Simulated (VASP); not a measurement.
Input of a VASP 6.6.1 run:

The input POSCAR:

```
SnO
1.0
    3.2975434386      0.0000000000      0.0000000000
   -1.6487717193      2.8557563880      0.0000000000
    0.0000000000      0.0000000000     18.3617551838
Sn O
4 4
Direct
    0.0000000000      0.0000000000     -0.0027326677
    0.3333333333      0.6666666667      0.2463782473
    0.0000000000      0.0000000000      0.4972673323
    0.6666666667      0.3333333333      0.7463782473
    0.0000000000      0.0000000000      0.1902282771
    0.3333333333      0.6666666667      0.4411261433
    0.0000000000      0.0000000000      0.6902282771
    0.6666666667      0.3333333333      0.9411261433
```

INCAR.step1

```
SYSTEM = SnO
PREC = Accurate
ENCUT = 520
ISMEAR = 0
SIGMA = 0.01
LREAL = .False.
LASPH = .True.
NELM = 100
NBANDS = 50
GGA = PE
ALGO = Normal
EDIFF = 1E-4
LWAVE = .True.
LCHARG = .False.
LUSENCCL = .False.
```

Contents of INCAR.step2:

```
SYSTEM = SnO
PREC = Accurate
ENCUT = 520
EDIFF = 1E-6
ISMEAR = 0
SIGMA = 0.01
LREAL = .False.
LASPH = .True.
NELM = 100
ALGO = Normal
ISIF = 2
LWAVE = .False.
LCHARG = .False.
METAGGA = R2SCAN
LMIXTAU = .True.
NBANDS = 50
ISTART = 1
LUSENCCL = .False.
```

The input KPOINTS:

```
regular mesh
0
Gamma
  12 12 2
  0 0 0
```

Potentials or basis: VASP PAW PBE potentials, release 64 (Sn_d, O).

The run is started by

```console
$ cat potpaw_PBE.64/Sn_d/POTCAR potpaw_PBE.64/O/POTCAR > POTCAR
$ cp INCAR.step1 INCAR
$ mpirun -np 1 vasp_std > vasp.out
$ cp INCAR.step2 INCAR
$ mpirun -np 1 vasp_std > vasp.out
```

Q: Estimate the largest force.

A: 0.110 eV/Å.

Q: What does it give for the band gap on the k mesh?

A: 1.59 eV (least direct gap 1.93 eV).

Q: What does it give for the pressure?

A: 0.4 GPa.

Forces on the atoms (eV/Å):
```
Sn   0.000  0.000  0.109
Sn   0.000  0.000  0.107
Sn   0.000  0.000  0.109
Sn   0.000  0.000  0.107
O    0.000  0.000 -0.106
O    0.000  0.000 -0.110
O    0.000  0.000 -0.106
O    0.000  0.000 -0.110
```

Caveat: the PAW data sets were made with another functional, which shifts forces and pressure a little; spin-orbit coupling is left out, which moves the levels of the heavy elements. A k mesh can miss the band edges.
